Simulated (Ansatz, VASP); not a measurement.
**One calculation of La2O3, two programs**

```xyz
5
Lattice="6.1389 0.0000 0.0000 -3.0694 5.3164 0.0000 0.0000 0.0000 3.2324" Properties=species:S:1:pos:R:3 pbc="T T T"
La    3.0694    1.7721    1.6162
La    0.0000    3.5443    1.6162
O     3.1186    0.0000    0.0000
O    -1.5593    2.7008    0.0000
O     1.5101    2.6156    0.0000
```

Change from the starting cell: volume scaled by 0.94.

Alike in both runs: task single point; functional PBE; k mesh 5 × 5 × 8; occupations fermi-dirac, width 0.05 eV; no spin polarisation.

```csv
,VASP,Ansatz
version,VASP 6.6.1,Ansatz 0.2.0
potentials or method,"VASP PAW PBE potentials, release 64 (La, O), cutoff 520 eV","all-electron LAPW, scalar-relativistic"
```

```csv
,VASP,Ansatz,Ansatz less VASP
gap on the k mesh at the Fermi level (eV),1.20,1.18,-0.018
least direct gap on the mesh (eV),1.90,1.90,-0.004
pressure (GPa),9.0,9.3,+0.26
"traceless stress, the component that is largest in VASP (GPa)",0.87,0.93,+0.063
rms of the force components (eV/Å),0.006,0.005,-0.0006
```

Atom by atom the forces differ by 0.001 eV/Å (rms over components). Ansatz ran all-electron here, and VASP with PAW potentials.

Neither program's run includes spin-orbit coupling.
